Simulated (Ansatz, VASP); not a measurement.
## KCl: VASP beside Ansatz

The input INCAR:

```
ALGO = Normal
EDIFF = 1E-7
ENCUT = 520
GGA = PS
ISIF = 2
ISMEAR = -1
LASPH = T
LCHARG = T
LELF = T
LREAL = F
LVHAR = T
LWAVE = F
NBANDS = 15
NELM = 60
PREC = Accurate
SIGMA = 0.05
```

The input KPOINTS:

```
k-points
0
Gamma
  6 6 6
```

Contents of POSCAR:

```
KCl
1.0
    3.8391960000      0.0000000000      0.0000000000
    0.0000000000      3.8391960000      0.0000000000
    0.0000000000      0.0000000000      3.8391960000
K Cl
1 1
Direct
    0.0000000000      0.0000000000      0.0000000000
    0.5000000000      0.5000000000      0.5000000000
```

input.yaml

```yaml
crystal:
  lattice:
    - [3.839196, 0.0, 0.0]
    - [0.0, 3.839196, 0.0]
    - [0.0, 0.0, 3.839196]
  atoms:
    - { symbol: K, position: [0.0, 0.0, 0.0] }
    - { symbol: Cl, position: [0.5, 0.5, 0.5] }
kpoints:
  mp_grid: { grid: [6, 6, 6] }
scf:
  occupations: { method: fermi_dirac, width: 0.05 }
hamiltonian:
  xc: pbesol
  pseudopotentials: { kind: all_electron, datasets: crystal }
output:
  forces: true
  stress: true
  eigenvalues: true
```

Alike in both runs: task single point; functional PBEsol; k mesh 6 × 6 × 6; occupations fermi-dirac, width 0.05 eV; no spin polarisation.

```csv
,VASP,Ansatz
version,VASP 6.6.1,Ansatz 0.2.0
potentials or method,"VASP PAW PBE potentials, release 64 (K_sv, Cl), cutoff 520 eV",all-electron PAW datasets made for the crystal
```

```csv
,VASP,Ansatz,Ansatz less VASP
gap on the k mesh at the Fermi level (eV),4.62,4.62,+0.004
least direct gap on the mesh (eV),4.83,4.83,+0.003
pressure (GPa),-1.4,-1.4,-0.02
```

VASP's potentials were made for PBE, not for PBEsol. Ansatz ran all-electron here, and VASP with PAW potentials.
